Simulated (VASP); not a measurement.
# BN in VASP: a series of runs

The runs below take BN through single point, relaxation of the atoms, with PBE+D3(BJ).

Program: VASP 6.6.1. These are calculated values, not measurements. Logs are shortened: lines on timing, memory, paths and dates and some standing lists are left out, and cuts for length are marked.

## Step 1: The cell of the first run

The cell holds a slab with vacuum, 4 atoms: a = 2.509 Å, b = 2.509 Å, c = 17.500 Å, α = 90.00°, β = 90.00°, γ = 120.00°.

## Step 2: Single point, PBE+D3(BJ) (layers slid over each other, then relaxed in part)

INCAR reads:

```
SYSTEM = BN
PREC = Accurate
ENCUT = 520
EDIFF = 1E-7
ISMEAR = 0
SIGMA = 0.05
LREAL = .False.
LASPH = .True.
NELM = 80
ALGO = Normal
ISIF = 2
LWAVE = .False.
LCHARG = .False.
LDIPOL = .True.
IDIPOL = 3
DIPOL = 0.5 0.5 0.353
GGA = PE
IVDW = 12
NBANDS = 16
```

KPOINTS reads:

```
Automatic mesh
0
Gamma
  12 12 1
  0 0 0
```

POSCAR reads:

```
BN
1.0
    2.5087623753      0.0000000000      0.0000000000
   -1.2543811876      2.1726519491      0.0000000000
    0.0000000000      0.0000000000     17.5000000000
B N
2 2
Direct
    0.0000000000      0.0000000000      0.2571428571
    0.3333333333      0.6666666667      0.4479993606
    0.6666666667      0.3333333333      0.2570527129
    1.0000000000      1.0000000000      0.4480514991
```

Potentials or basis: VASP PAW PBE potentials, release 64 (B, N).

Run with:

```sh
> cat potpaw_PBE.64/B/POTCAR potpaw_PBE.64/N/POTCAR > POTCAR
> mpirun -np 1 vasp_std > vasp.out
```

OUTCAR:

```text
SYSTEM = BN
   PREC = Accurate
   ENCUT = 520
   EDIFF = 1E-7
   ISMEAR = 0
   LREAL = .False.
   LASPH = .True.
   NELM = 80
   ISIF = 2
   GGA = PE
   IVDW = 12
 IVDW          = 12

 ion  position               nearest neighbor table
   1  0.000  0.000  0.257-   3 1.45   3 1.45   3 1.45
   2  0.333  0.667  0.448-   4 1.45   4 1.45   4 1.45
   3  0.667  0.333  0.257-   1 1.45   1 1.45   1 1.45
   4  0.000  0.000  0.448-   2 1.45   2 1.45   2 1.45

  LATTYP: Found a hexagonal cell.
 ALAT       =     2.5087623753
 C/A-ratio  =     6.9755510415

  Lattice vectors:

 A1 = (   2.5087623753,   0.0000000000,   0.0000000000)
 A2 = (  -1.2543811876,   2.1726519491,   0.0000000000)
 A3 = (   0.0000000000,   0.0000000000,  17.5000000000)

Analysis of symmetry for initial positions (statically):
=====================================================================
 Subroutine PRICEL returns:
 Original cell was already a primitive cell.

 Routine SETGRP: Setting up the symmetry group for a
 hexagonal supercell.

 Subroutine GETGRP returns: Found  6 space group operations
 (whereof  6 operations were pure point group operations)
 out of a pool of 24 trial point group operations.

The static configuration has the point symmetry C_3v.

Analysis of symmetry for dynamics (positions and initial velocities):
=====================================================================
 Subroutine PRICEL returns:
 Original cell was already a primitive cell.

 Routine SETGRP: Setting up the symmetry group for a
 hexagonal supercell.

 Subroutine GETGRP returns: Found  6 space group operations
 (whereof  6 operations were pure point group operations)
 out of a pool of 24 trial point group operations.

The dynamic configuration has the point symmetry C_3v.

 Subroutine INISYM returns: Found  6 space group operations
 (whereof  6 operations are pure point group operations),
 and found     1 'primitive' translations

----------------------------------------------------------------------------------------

                                     Primitive cell

  volume of cell :      95.3867

  direct lattice vectors                    reciprocal lattice vectors
     2.508762375  0.000000000  0.000000000     0.398602917  0.230133501  0.000000000
    -1.254381188  2.172651949  0.000000000     0.000000000  0.460267002  0.000000000
     0.000000000  0.000000000 17.500000000     0.000000000  0.000000000  0.057142857

  length of vectors
     2.508762375  2.508762375 17.500000000     0.460267002  0.460267002  0.057142857

  position of ions in fractional coordinates (direct lattice)
     0.000000000  0.000000000  0.257142857
     0.333333333  0.666666667  0.447999361
     0.666666667  0.333333333  0.257052713
     0.000000000  0.000000000  0.448051499

  ion indices of the primitive-cell ions
   primitive index   ion index
                 1           1
                 2           2
                 3           3
                 4           4

----------------------------------------------------------------------------------------

 KPOINTS: Automatic mesh

Automatic generation of k-mesh.
 Grid dimensions read from file:
 generate k-points for:   12   12    1

 Generating k-lattice:

  Cartesian coordinates                     Fractional coordinates (reciprocal lattice)
     0.033216910  0.019177792  0.000000000     0.083333333 -0.000000000  0.000000000
     0.000000000  0.038355584  0.000000000     0.000000000  0.083333333  0.000000000
     0.000000000  0.000000000  0.057142857     0.000000000  0.000000000  1.000000000

  Length of vectors
     0.038355584  0.038355584  0.057142857

  Shift w.r.t. Gamma in fractional coordinates (k-lattice)
     0.000000000  0.000000000  0.000000000

 Subroutine IBZKPT returns following result:
 ===========================================

 Found     19 irreducible k-points:

 Following reciprocal coordinates:
            Coordinates               Weight
  0.000000  0.000000  0.000000      1.000000
  0.083333  0.000000  0.000000      6.000000
  0.166667 -0.000000  0.000000      6.000000
  0.250000 -0.000000  0.000000      6.000000
  0.333333 -0.000000  0.000000      6.000000
  0.416667  0.000000  0.000000      6.000000
[... 11 lines left out ...]
  0.333333  0.250000  0.000000     12.000000
  0.333333  0.333333  0.000000      2.000000
   k-points           NKPTS =     19   k-points in BZ     NKDIM =     19   number of bands    NBANDS=     16
   number of dos      NEDOS =    301   number of ions     NIONS =      4
   total plane-waves  NPLWV =  56000
   dimension x,y,z NGX =    20 NGY =   20 NGZ =  140
   dimension x,y,z NGXF=    40 NGYF=   40 NGZF=  280
   ions per type =               2   2
   NGX,Y,Z   is equivalent  to a cutoff of  13.25, 13.25, 13.30 a.u.
   NGXF,Y,Z  is equivalent  to a cutoff of  26.51, 26.51, 26.60 a.u.
 SYSTEM =  BN
   PREC   = accura    normal or accurate (medium, high low for compatibility)
   ISTART =      0    job   : 0-new  1-cont  2-samecut
   ICHARG =      2    charge: 1-file 2-atom 10-const
   ISPIN  =      1    spin polarized calculation?
   LNONCOLLINEAR =      F non collinear calculations
   LSORBIT =      F    spin-orbit coupling
   LASPH  =      T    aspherical Exc in radial PAW
   ENCUT  =  520.0 eV  38.22 Ry    6.18 a.u.   4.66  4.66 32.54*2*pi/ulx,y,z
   NELM   =     80;   NELMIN=  2; NELMDL= -5     # of ELM steps
   EDIFF  = 0.1E-06   stopping-criterion for ELM
   LREAL  =      F    real-space projection
   EDIFFG = 0.1E-05   stopping-criterion for IOM
   NSW    =      0    number of steps for IOM
   IBRION =     -1    ionic relax: 0-MD 1-quasi-New 2-CG
   NFREE  =      0    steps in history (QN), initial steepest desc. (CG)
   ISIF   =      2    stress and relaxation
   ISYM   =      2    0-nonsym 1-usesym 2-fastsym
   POTIM  = 0.5000    time-step for ionic-motion
   TEBEG  =    0.0;   TEEND  =   0.0 temperature during run
   PSTRESS=    0.0 pullay stress
   NELECT =      16.0000    total number of electrons
   NUPDOWN=      -1.0000    fix difference up-down
   EMIN   =  10.00;   EMAX   =-10.00  energy-range for DOS
   EFERMI =   0.00;   METHOD = LEGACY
   ISMEAR =     0;   SIGMA  =   0.05  broadening in eV -4-tet -1-fermi 0-gaus
   EFERMI_NEDOS =   21; number of points for ismear=-14 and -15
   IALGO  =     38    algorithm
   IMIX   =      4    mixing-type and parameters
     AMIX     =   0.40;   BMIX     =  1.00
     AMIX_MAG =   1.60;   BMIX_MAG =  1.00
  volume/ion in A,a.u.               =      23.85       160.93
  Fermi-wavevector in a.u.,A,eV,Ry     =   0.902857  1.706152 11.090797  0.815151
  Thomas-Fermi vector in A             =   2.026112
   LORBIT       =      0    0 simple, 1 ext, 2 COOP (PROOUT), +10 PAW based schemes
   GGA     = PE    functional components
   LHFCALC =     F    Hartree Fock is set to
   AEXX    =    0.0000 exact exchange contribution
   IVDW    =    12    specifies the selected vdW correction
   LEPSILON=     F    determine dielectric tensor
   LRPA    =     F    only Hartree local field effects (RPA)
 non-spin polarized calculation
 Gauss-broadening in eV      SIGMA  =   0.05
  energy-cutoff  :      520.00
  volume of cell :       95.39
 maximum number of plane-waves:      2588
 NGX is ok and might be reduce to    20
   NGX =  9   NGY =  9   NGZ = 65

 number of electron      15.9999999 magnetization

 dipolmoment           0.000000      0.000000     -0.003376 electrons x Angstroem

 Free energy of the ion-electron system (eV)
  ---------------------------------------------------
  ext. energy  EPLUGINS =         0.00000000
  ---------------------------------------------------
  free energy    TOTEN  =       -35.18065049 eV

  energy without entropy =      -35.18065049  energy(sigma->0) =      -35.18065049

 E-fermi :  -2.5095     XC(G=0):  -4.3050

 val. band max:       -2.7192542843   @ k =   0.3333   0.3333   0.0000
 cond. band min:       1.7650913855   @ k =   0.5000  -0.0000   0.0000
 fundamental gap:      4.4843456698
 Fermi energy:        -2.5095080197

 k-point     1 :       0.0000    0.0000    0.0000
  band No.  band energies     occupation
      1     -20.4866      2.00000
      2     -20.3118      2.00000
      3      -8.4815      2.00000
      4      -7.4640      2.00000
      5      -4.1586      2.00000
      6      -4.1586      2.00000
[... 8 lines left out ...]
     15       8.4504      0.00000
     16       8.7295      0.00000

 k-point     2 :       0.0833    0.0000    0.0000
  band No.  band energies     occupation
      1     -20.3526      2.00000
      2     -20.1795      2.00000
      3      -8.2990      2.00000
      4      -7.2912      2.00000
      5      -4.7161      2.00000
      6      -4.6081      2.00000
[... 8 lines left out ...]
     15       8.4701      0.00000
     16       8.7222      0.00000

 k-point     3 :       0.1667   -0.0000    0.0000
  band No.  band energies     occupation
      1     -19.9579      2.00000
      2     -19.7902      2.00000
      3      -7.7597      2.00000
      4      -6.7867      2.00000
      5      -6.1196      2.00000
      6      -6.0099      2.00000
[... 8 lines left out ...]
     15       8.2397      0.00000
     16       8.4880      0.00000

 k-point     4 :       0.2500   -0.0000    0.0000
  band No.  band energies     occupation
      1     -19.3298      2.00000
      2     -19.1711      2.00000
      3      -7.9116      2.00000
      4      -7.8014      2.00000
      5      -6.8763      2.00000
      6      -5.9616      2.00000
[... 8 lines left out ...]
     15       7.4988      0.00000
     16       8.1387      0.00000
[... 229 lines left out ...]
 k-point    17 :       0.2500    0.2500    0.0000
  band No.  band energies     occupation
      1     -17.5112      2.00000
      2     -17.3854      2.00000
      3     -10.3986      2.00000
      4     -10.2942      2.00000
      5      -8.6808      2.00000
      6      -8.5720      2.00000
[... 8 lines left out ...]
     15      10.4377      0.00000
     16      11.1124      0.00000

 k-point    18 :       0.3333    0.2500    0.0000
  band No.  band energies     occupation
      1     -16.9992      2.00000
      2     -16.8871      2.00000
      3     -10.9150      2.00000
      4     -10.8032      2.00000
      5      -9.2913      2.00000
      6      -9.1789      2.00000
[... 8 lines left out ...]
     15      11.1336      0.00000
     16      11.5348      0.00000

 k-point    19 :       0.3333    0.3333    0.0000
  band No.  band energies     occupation
      1     -16.8046      2.00000
      2     -16.6967      2.00000
      3     -10.6916      2.00000
      4     -10.5933      2.00000
      5      -9.9683      2.00000
      6      -9.8683      2.00000
[... 8 lines left out ...]
     15      11.8765      0.00000
     16      12.7555      0.00000

------------------------ aborting loop because EDIFF is reached ----------------------------------------

 vacuum level on the upper side and lower side of the slab       (xc-potential included)        -0.075         0.028

 Edisp (eV)   -0.42309

 E8    (eV) :    -0.1303

  FORCE on cell =-STRESS in cart. coord.  units (eV):
  Direction    XX          YY          ZZ          XY          YZ          ZX
  --------------------------------------------------------------------------------------
  -------------------------------------------------------------------------------------
  Total      -0.07281    -0.07281    -0.03797    -0.00000     0.00000     0.00000
  in kB      -1.22297    -1.22297    -0.63781    -0.00000     0.00000     0.00000
  external pressure =       -1.03 kB  Pullay stress =        0.00 kB

 VOLUME and BASIS-vectors are now :
 -----------------------------------------------------------------------------
  energy-cutoff  :      520.00
  volume of cell :       95.39
      direct lattice vectors                 reciprocal lattice vectors
     2.508762375  0.000000000  0.000000000     0.398602917  0.230133501  0.000000000
    -1.254381188  2.172651949  0.000000000     0.000000000  0.460267002  0.000000000
     0.000000000  0.000000000 17.500000000     0.000000000  0.000000000  0.057142857

 POSITION                                       TOTAL-FORCE (eV/Angst)
 -----------------------------------------------------------------------------------
      0.00000      0.00000      4.50000        -0.000000      0.000000     -0.000236
     -0.00000      1.44843      7.83999         0.000000     -0.000000      0.000265
      1.25438      0.72422      4.49842         0.000000     -0.000000     -0.000501
      0.00000      0.00000      7.84090         0.000000     -0.000000      0.000472
 -----------------------------------------------------------------------------------
    total drift:                               -0.000001      0.000000     -0.000087

  FREE ENERGIE OF THE ION-ELECTRON SYSTEM (eV)
  ---------------------------------------------------
  free  energy   TOTEN  =       -35.6037358282 eV

  energy  without entropy=      -35.6037358282  energy(sigma->0) =      -35.60373583

 vacuum level on the upper side and lower side of the slab         2.995         3.110
```

Wall time 84 s (1 thread of Intel Xeon 8259CL, shared host); peak memory 0.23 GiB.

What came out:

```
Free energy                : -35.6037 eV
Band gap on the k mesh     : 4.48 eV (least direct gap 4.53 eV)
Dispersion energy per atom : -0.106 eV
```

Caveat: the cell differs from its parent crystal (layers slid over each other, then relaxed in part).

(Continued in part 2 of 2.)
